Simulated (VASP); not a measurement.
# TiAl (P-6m2) in VASP: notebook, part 2 of 2

VASP 6.6.1. Earlier steps stand in the parts before.

### 3 Single point, r2SCAN

This run uses another cell than the first one, of the same volume but with other edges.

Input file POSCAR:

```
TiAl
1.0
    2.8210079793      0.0000000000      0.0000000000
   -1.4105039896      2.4430645743      0.0000000000
    0.0000000000      0.0000000000      4.8327476944
Ti Al
1 1
Direct
    0.0000000000      0.0000000000      0.0000000000
    0.3333333333      0.6666666667      0.5000000000
```

Input file INCAR.step1:

```
SYSTEM = TiAl
PREC     = Accurate       ! precision mode
ENCUT    = 520            ! plane-wave cutoff, eV
ISMEAR   = 0              ! smearing method
SIGMA    = 0.15           ! smearing width, eV
LREAL    = .FALSE.        ! projectors in reciprocal space
LASPH    = .TRUE.         ! aspherical terms in the spheres
NELM     = 100            ! most SCF steps
NBANDS   = 14             ! bands
GGA      = PE             ! functional
ALGO     = Normal         ! electronic algorithm
EDIFF    = 1E-4           ! SCF threshold, eV
LWAVE    = .TRUE.         ! write WAVECAR
LCHARG   = .FALSE.        ! write CHGCAR
```

Input file INCAR.step2:

```
SYSTEM = TiAl
PREC     = Accurate       ! precision mode
ENCUT    = 520            ! plane-wave cutoff, eV
EDIFF    = 1E-6           ! SCF threshold, eV
ISMEAR   = 0              ! smearing method
SIGMA    = 0.15           ! smearing width, eV
LREAL    = .FALSE.        ! projectors in reciprocal space
LASPH    = .TRUE.         ! aspherical terms in the spheres
NELM     = 100            ! most SCF steps
ALGO     = Normal         ! electronic algorithm
ISIF     = 2              ! what is computed and relaxed
LWAVE    = .FALSE.        ! write WAVECAR
LCHARG   = .FALSE.        ! write CHGCAR
METAGGA  = R2SCAN         ! meta-GGA
LMIXTAU  = .TRUE.       
NBANDS   = 14             ! bands
ISTART   = 1
```

Input file KPOINTS:

```
regular mesh
0
G
  24 24 12
  0 0 0
```

Potentials or basis: VASP PAW PBE potentials, release 64 (Ti_sv, Al).

Started as:

```sh
> cat potpaw_PBE.64/Ti_sv/POTCAR potpaw_PBE.64/Al/POTCAR > POTCAR
> cp INCAR.step1 INCAR
> mpirun -np 1 vasp_std > vasp.out
> cp INCAR.step2 INCAR
> mpirun -np 1 vasp_std > vasp.out
```

OUTCAR:

```text
SYSTEM = TiAl
   PREC = Accurate
   ENCUT = 520
   EDIFF = 1E-6
   ISMEAR = 0
   LREAL = .FALSE.
   LASPH = .TRUE.
   NELM = 100
   ISIF = 2
   METAGGA = R2SCAN
   ISTART = 1

 ion  position               nearest neighbor table
   1  0.000  0.000  0.000-   2 2.91   2 2.91   2 2.91   2 2.91   2 2.91   2 2.91
   2  0.333  0.667  0.500-   1 2.91   1 2.91   1 2.91   1 2.91   1 2.91   1 2.91

  LATTYP: Found a hexagonal cell.
 ALAT       =     2.8210079793
 C/A-ratio  =     1.7131279776

  Lattice vectors:

 A1 = (   2.8210079793,   0.0000000000,   0.0000000000)
 A2 = (  -1.4105039896,   2.4430645743,   0.0000000000)
 A3 = (   0.0000000000,   0.0000000000,   4.8327476944)

Analysis of symmetry for initial positions (statically):
=====================================================================
 Subroutine PRICEL returns:
 Original cell was already a primitive cell.

 Routine SETGRP: Setting up the symmetry group for a
 hexagonal supercell.

 Subroutine GETGRP returns: Found 12 space group operations
 (whereof 12 operations were pure point group operations)
 out of a pool of 24 trial point group operations.

The static configuration has the point symmetry D_3h.

Analysis of symmetry for dynamics (positions and initial velocities):
=====================================================================
 Subroutine PRICEL returns:
 Original cell was already a primitive cell.

 Routine SETGRP: Setting up the symmetry group for a
 hexagonal supercell.

 Subroutine GETGRP returns: Found 12 space group operations
 (whereof 12 operations were pure point group operations)
 out of a pool of 24 trial point group operations.

The dynamic configuration has the point symmetry D_3h.

 Subroutine INISYM returns: Found 12 space group operations
 (whereof 12 operations are pure point group operations),
 and found     1 'primitive' translations

----------------------------------------------------------------------------------------

                                     Primitive cell

  volume of cell :      33.3068
[... 120 lines left out ...]
 non-spin polarized calculation
 Gauss-broadening in eV      SIGMA  =   0.15
  energy-cutoff  :      520.00
  volume of cell :       33.31
 maximum number of plane-waves:       916
 NGX is ok and might be reduce to    24

 number of electron      15.0000001 magnetization

 Free energy of the ion-electron system (eV)
  ---------------------------------------------------
  ext. energy  EPLUGINS =         0.00000000
  ---------------------------------------------------
  free energy    TOTEN  =       -20.20718786 eV

  energy without entropy =      -20.18434801  energy(sigma->0) =      -20.19576794

 E-fermi :   7.8983     XC(G=0): -11.7418

 val. band max:        7.8960113409   @ k =   0.2083   0.1250   0.5000
 cond. band min:       7.9007093549   @ k =   0.3333   0.3333   0.2500
 fundamental gap:      0.0046980139
 Fermi energy:         7.8982850841

 k-point     1 :       0.0000    0.0000    0.0000
  band No.  band energies     occupation
      1     -50.9627      2.00000
      2     -26.2387      2.00000
      3     -25.7536      2.00000
      4     -25.7536      2.00000
      5      -1.6890      2.00000
      6       5.2264      2.00000
      7       5.3876      2.00000
      8       9.3439      0.00000
      9       9.3440      0.00000
     10      11.1041      0.00000
     11      11.1041      0.00000
     12      11.5091      0.00000
     13      22.0270      0.00000
     14      22.0270      0.00000
[... 377 lines left out ...]
      1     -50.8414      2.00000
      2     -26.4455      2.00000
      3     -26.1242      2.00000
      4     -25.9191      2.00000
      5       3.8832      2.00000
      6       5.2076      2.00000
      7       6.3155      2.00000
      8       6.8046      2.00000
      9      10.2654      0.00000
     10      11.8675      0.00000
     11      12.0593      0.00000
     12      12.1485      0.00000
     13      13.4397      0.00000
     14      16.1913      0.00000

 [... further k-points ...]

------------------------ aborting loop because EDIFF is reached ----------------------------------------

  FORCE on cell =-STRESS in cart. coord.  units (eV):
  Direction    XX          YY          ZZ          XY          YZ          ZX
  --------------------------------------------------------------------------------------
  -------------------------------------------------------------------------------------
  Total        0.4082647      0.4082647     -1.6274448      0.0000000      0.0000000     -0.0000000
  in kB       19.6389839     19.6389838    -78.2858850      0.0000000      0.0000000     -0.0000000
  external PRESSURE =     -13.0026391 kB  Pullay stress =       0.0000000 kB

 VOLUME and BASIS-vectors are now :
 -----------------------------------------------------------------------------
  energy-cutoff  :      520.00
  volume of cell :       33.31
      direct lattice vectors                 reciprocal lattice vectors
     2.821007979  0.000000000  0.000000000     0.354483223  0.204660984  0.000000000
    -1.410503990  2.443064574  0.000000000     0.000000000  0.409321968  0.000000000
     0.000000000  0.000000000  4.832747694     0.000000000  0.000000000  0.206921624

 POSITION                                       TOTAL-FORCE (eV/Angst)
 -----------------------------------------------------------------------------------
      0.00000      0.00000      0.00000         0.000000     -0.000000      0.000000
     -0.00000      1.62871      2.41637        -0.000000      0.000000      0.000000
 -----------------------------------------------------------------------------------
    total drift:                                0.000002     -0.000001      0.000000

  FREE ENERGIE OF THE ION-ELECTRON SYSTEM (eV)
  ---------------------------------------------------
  free  energy   TOTEN  =       -20.2071878635 eV

  energy  without entropy=      -20.1843480104  energy(sigma->0) =      -20.19576794
```

OUTCAR.step1:

```text
SYSTEM = TiAl
   PREC = Accurate
   ENCUT = 520
   ISMEAR = 0
   LREAL = .FALSE.
   LASPH = .TRUE.
[... 631 lines left out ...]
      0.00000      0.00000      0.00000         0.000000     -0.000000      0.000000
     -0.00000      1.62871      2.41637        -0.000000      0.000000      0.000000
 -----------------------------------------------------------------------------------
    total drift:                                0.000000     -0.000000      0.000000

  FREE ENERGIE OF THE ION-ELECTRON SYSTEM (eV)
  ---------------------------------------------------
  free  energy   TOTEN  =       -12.0598487556 eV

  energy  without entropy=      -12.0341730438  energy(sigma->0) =      -12.04701090
```

It took 13 min on 1 thread of AMD EPYC 7R13 (Zen 3), shared host; peak memory 0.3 GiB.

Results:

* Free energy: -20.2072 eV
* Pressure: -1.3 GPa
* Band gap on the k mesh: zero (an odd number of electrons rules out a gap without spin polarisation)

Stress tensor (GPa, compression positive):
```
 1.96  0.00  0.00
 0.00  1.96  0.00
 0.00  0.00 -7.83
```

Levels at points of the mesh, in eV from the Fermi level:
```tsv
k point	band 3	band 4	band 5	band 6	band 7	band 8	band 9	band 10	band 11	band 12
(0.00, 0.00, 0.00)	-33.65	-33.65	-9.59	-2.67	-2.51	1.45	1.45	3.21	3.21	3.61
(0.50, 0.00, 0.00)	-34.02	-33.81	-3.88	-2.89	-1.60	-1.13	2.49	4.04	4.11	4.36
(0.00, 0.00, 0.50)	-33.65	-33.65	-8.79	-5.75	-0.74	1.45	1.45	3.15	3.15	6.25
(0.50, 0.00, 0.50)	-34.02	-33.81	-3.76	-2.64	-1.96	0.50	0.98	2.34	2.85	4.36
```

Caveat: the stress differs along the axes, from -8 to 2 GPa; the PAW data sets were made with another functional, which shifts forces and pressure a little.
